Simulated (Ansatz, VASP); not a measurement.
KBr: VASP beside Ansatz

```
K Br
1.0
     0.02591    3.31165    3.31165
     3.31165    0.02591    3.31165
     3.31165    3.31165    0.02591
K Br
1 1
Cartesian
  0.0000 0.0000 0.0000
  3.3246 3.3246 3.3246
```

Change from the starting cell: epitaxial_111 strain -0.5%.

Alike in both runs: task single point; functional r2SCAN; k mesh 6 × 6 × 6; no spin polarisation.

|  | VASP | Ansatz |
| --- | --- | --- |
| version | VASP 6.6.1 | Ansatz 0.2.0 |
| potentials or method | VASP PAW PBE potentials, release 64 (K_sv, Br) | plane waves, PAW |
| plane-wave cutoff (eV) | 520 | 500 |
| occupations | gaussian, width 0.01 eV | fixed |
| valence electrons in the cell | 16 | 16 |

```tsv
	VASP	Ansatz	Ansatz less VASP
gap on the k mesh at the Fermi level (eV)	5.07	5.07	-0.002
pressure (GPa)	0.1	0.1	0.00
```

VASP's potentials were made for PBE, not for r2SCAN.
